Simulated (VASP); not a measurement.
Here is a VASP 6.6.1 calculation.

File INCAR:

```
PREC = Accurate
ENCUT = 520
EDIFF = 1E-6
ISMEAR = -1
SIGMA = 0.02
LREAL = F
LASPH = T
NELM = 120
ALGO = Normal
ISIF = 2
LWAVE = F
LCHARG = T
GGA = PE
IVDW = 12
LELF = T
LVHAR = T
NBANDS = 46
GGA_COMPAT = F
```

File KPOINTS:

```
Automatic mesh
0
Gamma
  1 1 1
```

POSCAR

```
HF
1.0
    6.2140660000      0.3279330000      0.2380690000
    0.3279330000      5.1732720000      0.0907370000
    0.2380690000      0.0907370000      6.4086900000
F H
8 8
Direct
    0.8151255868      0.4580792082      0.4697651366
    0.8772775975      0.8532621097      0.1504870661
    0.0969193261      0.4585864409      0.9789232675
    0.4010406890      0.9963982349      0.7962180192
    0.0405894862      0.0557937374      0.7522090077
    0.7154318171      0.6908063740      0.7864159703
    0.2381678004      0.7895745099      0.3473028041
    0.4942047971      0.3721436546      0.3034439112
    0.6909845307      0.4248143196      0.3925999895
    0.8977261741      0.7634027804      0.0299297281
    0.0461706703      0.3196055879      0.9042890423
    0.5100921998      0.8482312811      0.7846060425
    0.1947168019      0.0103808878      0.7531963685
    0.7612208777      0.5747879481      0.6583439631
    0.1167940263      0.8241849427      0.2619273040
    0.3863841957      0.5266164860      0.3103645676
```

Potentials or basis: VASP PAW PBE potentials, release 64 (F, H).

The run is started by

```console
$ cat potpaw_PBE.64/F/POTCAR potpaw_PBE.64/H/POTCAR > POTCAR
$ mpirun -np 1 vasp_gam > vasp.out
```

Estimate the pressure.

1.2 GPa.

Predict the band gap on the k mesh.

7.06 eV.

Stress tensor (GPa, compression positive):
```
 2.75 -1.03  0.10
-1.03  0.24  0.21
 0.10  0.21  0.64
```

Caveat: the k points lie up to 1.22 Å⁻¹ apart.
